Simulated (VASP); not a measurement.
Wanted: the native input for a VASP 6.6.1 run.

* Task: relaxation of cell and atoms
* Functional: LDA
* Potentials or basis: VASP PAW LDA potentials, release 64 (C_h)
* Cutoff: 910 eV
* k mesh: 1 × 1 × 1
* Occupations: gaussian, width 0.1 eV
* Spin: no spin polarisation
* Dipole correction: no
* Second run: hard_potentials
* Further INCAR settings: ALGO = Normal; EDIFF = 1e-07; IBRION = 2; EDIFFG = -0.01; NSW = 80; ISIF = 3

The structure of C lies in POSCAR:

```
C
1.0
    1.2280479700     -2.1270618200      0.0000000000
    1.2280479700      2.1270618200      0.0000000000
    0.0000000000      0.0000000000      7.1732677600
C
4
Direct
    0.0833794600      0.9166205400      0.7531376000
    0.5833794600      0.4166205400      0.2468624000
    0.9166205400      0.0833794600      0.2468624000
    0.4166205400      0.5833794600      0.7531376000
```

The input as run:

INCAR

```
PREC = Accurate ; ENCUT = 910
EDIFF = 1E-7 ; ISMEAR = 0
SIGMA = 0.1 ; LREAL = F
LASPH = T ; NELM = 120
ALGO = Normal ; ISIF = 3
LWAVE = F ; LCHARG = F
IBRION = 2 ; NSW = 80
EDIFFG = -0.01 ; GGA_COMPAT = F
NELMIN = 4
```

KPOINTS

```
regular mesh
0
Gamma
  1 1 1
```

Potentials or basis: VASP PAW LDA potentials, release 64 (C_h).

Run with:

```sh
$ cat potpaw_LDA.64/C_h/POTCAR > POTCAR
$ mpirun -np 1 vasp_gam > vasp.out
```

It gave:

The relaxed volume is 10.92 Å³/atom, the relaxed cell is a = 2.508 Å, b = 2.508 Å, c = 8.017 Å, α = 90.00°, β = 90.00°, γ = 119.98° and the space group after relaxing (to 0.05 Å) is Cmme (No. 67). The energy gained by relaxing is 55.3 meV/atom, the ionic steps are 19 and the pressure after relaxing is 0.0 GPa. The largest force after relaxing is 0.009 eV/Å. The band gap on the k mesh is 5.27 eV.

Caveat: the k points lie up to 2.89 Å⁻¹ apart in the final cell; the cutoff is under 1.25 times the usual one of these potentials, so pressure, stress and relaxed cells hold a basis-set (Pulay) error; the volume moved by over 15 % at a fixed basis, so the end points are rough.

Wall time 36 s on 1 thread of AMD EPYC 7R43 64-Core Processor (Zen 3) (shared host), peak memory 0.11 GiB.
